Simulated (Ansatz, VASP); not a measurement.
**TaSi2: VASP beside Ansatz**

```
CELL_PARAMETERS angstrom
2.21696 -3.83708 0.00000
2.21696 3.83708 0.00000
0.00000 0.00000 2.61179
ATOMIC_POSITIONS crystal
Ta 0.50000 0.50000 0.00000
Si 0.83327 0.16673 0.50000
Si 0.16673 0.83327 0.50000
```

Alike in both runs: functional PBE; k mesh 4 × 4 × 6; occupations gaussian, width 0.1 eV; no spin polarisation.

Ansatz relaxed the structure, and its values are those at the end. VASP's run is a single point on that final structure, the one shown.

```csv
,VASP,Ansatz
version,VASP 6.6.1,Ansatz 0.2.0
potentials or method,"VASP PAW PBE potentials, release 64 (Ta_pv, Si), cutoff 520 eV","scalar-relativistic, plane waves, PAW"
valence electrons in the cell,19,21
```

Ansatz gave:

| Item | Value |
| --- | --- |
| gap on the k mesh at the Fermi level (eV) | none |
| pressure (GPa) | 0.0 |

Problem. What did VASP give for the same quantities?

Solution. gap on the k mesh at the Fermi level (eV): none; pressure (GPa): 0.1.

A gap of «none» marks a metal or a gap that the smearing closes. VASP's potentials hold 19 valence electrons a cell and Ansatz's 21, so a difference there can come from the potentials and not from the codes.

The k mesh is coarse, so the values compare programs but aren't converged. Neither program's run includes spin-orbit coupling.
